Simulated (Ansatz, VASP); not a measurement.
**Au: VASP beside Ansatz**

```
CELL_PARAMETERS angstrom
0.00000 2.03500 2.03500
2.03500 0.00000 2.03500
2.03500 2.03500 0.00000
ATOMIC_POSITIONS crystal
Au 0.00000 0.00000 0.00000
```

Alike in both runs: task relaxation of cell and atoms; functional r2SCAN; k mesh 18 × 18 × 18; occupations gaussian, width 0.1 eV; no spin polarisation.

```csv
,VASP,Ansatz
version,VASP 6.6.1,Ansatz 0.2.0
potentials or method,"VASP PAW PBE potentials, release 64 (Au), cutoff 600 eV","scalar-relativistic, plane waves, PAW"
valence electrons in the cell,11,19
```

```tsv
	VASP	Ansatz	Ansatz less VASP
gap on the k mesh at the Fermi level, each at its own relaxed structure (eV)	none	none	-
relaxed volume (Å³/atom)	17.57	17.53	-0.036
relaxed cell length with the largest relative difference (Å)	2.918	2.916	-0.0020
```

VASP's potentials were made for PBE, not for r2SCAN. A gap of «none» marks a metal or a gap that the smearing closes. VASP's potentials hold 11 valence electrons a cell and Ansatz's 19, so a difference there can come from the potentials and not from the codes.

Neither program's run includes spin-orbit coupling.
